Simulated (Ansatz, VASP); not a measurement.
BeTe: VASP beside Ansatz

File INCAR:

```
SYSTEM = BeTe
  PREC = Accurate
  ENCUT = 600
  EDIFF = 1E-6
  ISMEAR = 0
  SIGMA = 0.1
  LREAL = .FALSE.
  LASPH = .TRUE.
  NELM = 100
  ALGO = Fast
  ISIF = 3
  LWAVE = .FALSE.
  LCHARG = .FALSE.
  GGA = PE
  IBRION = 2
  NSW = 100
  EDIFFG = -0.01
  KPAR = 4
```

The input KPOINTS:

```
Automatic mesh
0
G
  18 18 18
  0 0 0
```

File POSCAR:

```
BeTe
1.0
   -1.7854723537      1.7854723537      9.4268359280
    1.7854723537     -1.7854723537      9.4268359280
    1.7854723537      1.7854723537     -9.4268359280
Be Te
2 2
Direct
    0.0000000000      0.0000000000      0.0000000000
    0.7500000000      0.2500000000      0.5000000000
    0.5000000000      0.5000000000      0.0000000000
    0.2500000000      0.7500000000      0.5000000000
```

Input for Ansatz:

```yaml
crystal:
  lattice:
    - [-1.7854723537, 1.7854723537, 9.426835928]
    - [1.7854723537, -1.7854723537, 9.426835928]
    - [1.7854723537, 1.7854723537, -9.426835928]
  atoms:
    - { symbol: Be, position: [0.0, 0.0, 0.0] }
    - { symbol: Be, position: [0.75, 0.25, 0.5] }
    - { symbol: Te, position: [0.5, 0.5, 0.0] }
    - { symbol: Te, position: [0.25, 0.75, 0.5] }
basis:
  ecutwfc: 420
kpoints:
  mp_grid: { grid: [18, 18, 18] }
hamiltonian:
  xc: pbe
scf:
  occupations: { method: gaussian, width: 0.1 }
output:
  forces: true
  stress: true
  eigenvalues: true
relax:
  adjacent_minimum: "off"
  f_tol: 0.01
  max_steps: 80
  cell: { stress_tol: 0.05 }
```

Change from the starting cell: species swapped into the TaP type (I4_1/amd, No. 141).

Alike in both runs: task relaxation of cell and atoms; functional PBE; k mesh 18 × 18 × 18; occupations gaussian, width 0.1 eV; no spin polarisation.

|  | VASP | Ansatz |
| --- | --- | --- |
| version | VASP 6.6.1 | Ansatz 0.2.0 |
| potentials or method | VASP PAW PBE potentials, release 64 (Be, Te), cutoff 600 eV | scalar-relativistic, plane waves, PAW |
| valence electrons in the cell | 16 | 36 |

Ansatz gave:

```
gap on the k mesh at the Fermi level, each at its own relaxed structure (eV) : none
relaxed volume (Å³/atom)                                                     : 30.05
relaxed length of the cell vector where the two differ most in proportion (Å)              : 9.759
```

Task: Estimate VASP's values.

Result: gap on the k mesh at the Fermi level, each at its own relaxed structure (eV): none; relaxed volume (Å³/atom): 30.11; relaxed length of the cell vector where the two differ most in proportion (Å): 9.761.

A gap of «none» marks a metal or a gap that the smearing closes. VASP's potentials hold 16 valence electrons a cell and Ansatz's 36, so a difference there can come from the potentials and not from the codes.

Neither program's run includes spin-orbit coupling.
